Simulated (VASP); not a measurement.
Co: single point with PBEsol

Co:

```
Co
1.0
     2.45375    0.00000    0.00000
    -1.22687    2.12501    0.00000
     0.00000    0.00000    4.00837
Co
2
Direct
  0.33333 0.66667 0.74014
  0.66667 0.33333 0.25986
```

```yaml
Program: VASP 6.6.1
Task: single point
Functional: PBEsol
Potentials_or_basis: VASP PAW PBE potentials, release 64 (Co_sv)
Cutoff: 600 eV
k_mesh: 12 × 12 × 7
Occupations: fermi-dirac, width 0.05 eV
Spin: collinear spin, ferromagnetic start
Starting_moments: "[2.0, 2.0] μB"
Dipole_correction: no
Further_INCAR_settings: ALGO = Normal; EDIFF = 1e-06; NBANDS = 28
```

```
Pressure                                              : -4.7 GPa
Largest force                                         : 0.587 eV/Å
Net moment                                            : 3.17 μB per cell
Site moments                                          : Co +1.64 μB
Valence electrons inside the program's atomic spheres : Co 15.08
```

Forces in eV/Å, atoms in the order of the input:
```
Co   0.000  0.000  0.587
Co   0.000  0.000 -0.587
```

Stress tensor (GPa, compression positive):
```
-3.68  0.00  0.00
 0.00 -3.68  0.00
 0.00  0.00 -6.79
```

Levels at points of the mesh, in eV from the Fermi level:
Spin up:
```tsv
k point	band 15	band 16	band 17	band 18	band 19	band 20	band 21	band 22	band 23	band 24
(0.00, 0.00, 0.00)	-2.35	-1.90	-1.90	-0.75	-0.75	-0.33	6.44	22.20	25.17	25.17
(0.50, 0.00, 0.00)	-2.25	-0.59	-0.56	-0.41	1.38	3.48	9.65	10.68	12.82	14.34
```
Spin down:
| k point | band 13 | band 14 | band 15 | band 16 | band 17 | band 18 |
| --- | --- | --- | --- | --- | --- | --- |
| (0.00, 0.00, 0.00) | -1.07 | -0.72 | -0.72 | -0.28 | -0.14 | -0.14 |
| (0.50, 0.00, 0.00) | -1.20 | -1.16 | -0.72 | 1.25 | 1.35 | 1.43 |

Wall time 56 s on 1 thread of Intel(R) Xeon(R) 6975P-C (Granite Rapids), with other jobs on the host, peak memory 0.22 GiB.

Caveat: the cell stands under tension; the PAW data sets were made with another functional, which shifts forces and pressure a little.
